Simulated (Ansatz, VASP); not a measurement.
ZnO: VASP beside Ansatz

File POSCAR:

```
ZnO
1.0
    3.2264991458      0.0000000000      0.0000000000
   -1.6132495729      2.7942302255      0.0000000000
    0.0000000000      0.0000000000     10.4726021224
Zn O
4 4
Direct
    0.0000000000      0.0000000000     -0.0006159388
    0.3333333333      0.6666666667      0.2495637837
    0.0000000000      0.0000000000      0.4993840612
    0.6666666667      0.3333333333      0.7495637837
    0.0000000000      0.0000000000      0.1881525690
    0.3333333333      0.6666666667      0.4378995862
    0.0000000000      0.0000000000      0.6881525690
    0.6666666667      0.3333333333      0.9378995862
```

Contents of INCAR.step1:

```
SYSTEM = ZnO
PREC = Accurate
ENCUT = 520
ISMEAR = 0
SIGMA = 0.01
LREAL = .FALSE.
LASPH = .TRUE.
NELM = 80
NBANDS = 46
GGA = PE
ALGO = Normal
EDIFF = 1E-4
LWAVE = .TRUE.
LCHARG = .FALSE.
```

File INCAR.step2:

```
SYSTEM = ZnO
PREC = Accurate
ENCUT = 520
EDIFF = 1E-6
ISMEAR = 0
SIGMA = 0.01
LREAL = .FALSE.
LASPH = .TRUE.
NELM = 80
ALGO = Normal
ISIF = 2
LWAVE = .FALSE.
LCHARG = .TRUE.
METAGGA = R2SCAN
LMIXTAU = .TRUE.
LELF = .TRUE.
LVHAR = .TRUE.
NBANDS = 46
ISTART = 1
```

The input KPOINTS:

```
Automatic mesh
0
G
  12 12 4
  0 0 0
```

Input for Ansatz:

```yaml
crystal:
  lattice:
    - [3.2264991458, 0.0, 0.0]
    - [-1.6132495729, 2.7942302255, 0.0]
    - [0.0, 0.0, 10.4726021224]
  atoms:
    - { symbol: Zn, position: [0.0, 0.0, -0.0006159388] }
    - { symbol: Zn, position: [0.3333333333, 0.6666666667, 0.2495637837] }
    - { symbol: Zn, position: [0.0, 0.0, 0.4993840612] }
    - { symbol: Zn, position: [0.6666666667, 0.3333333333, 0.7495637837] }
    - { symbol: O, position: [0.0, 0.0, 0.188152569] }
    - { symbol: O, position: [0.3333333333, 0.6666666667, 0.4378995862] }
    - { symbol: O, position: [0.0, 0.0, 0.688152569] }
    - { symbol: O, position: [0.6666666667, 0.3333333333, 0.9378995862] }
kpoints:
  mp_grid: { grid: [12, 12, 4] }
  band_path:
    path:
      - [0.0, 0.0, 0.0]
      - [0.5, 0.0, 0.0]
      - [0.3333333333, 0.3333333333, 0.0]
      - [0.0, 0.0, 0.5]
      - [0.5, 0.0, 0.5]
      - [0.3333333333, 0.3333333333, 0.5]
    npoints: 1
hamiltonian:
  xc: r2scan
scf:
  occupations: { method: fixed }
  n_extra_bands: 6
output:
  forces: true
  stress: true
  eigenvalues: true
```

Alike in both runs: task single point; functional r2SCAN; k mesh 12 × 12 × 4; no spin polarisation.

```csv
,VASP,Ansatz
version,VASP 6.6.1,Ansatz 0.2.0
potentials or method,"VASP PAW PBE potentials, release 64 (Zn, O)","plane waves, PAW"
plane-wave cutoff (eV),520,500
occupations,"gaussian, width 0.01 eV",fixed
valence electrons in the cell,72,72
```

|  | VASP | Ansatz | Ansatz less VASP |
| --- | --- | --- | --- |
| gap on the k mesh at the Fermi level (eV) | 1.18 | 1.18 | +0.001 |
| pressure (GPa) | 1.3 | 0.0 | -1.29 |
| rms of the force components (eV/Å) | 0.003 | 0.001 | -0.0028 |

VASP's potentials were made for PBE, not for r2SCAN. Atom by atom the forces differ by 0.004 eV/Å (rms over components).
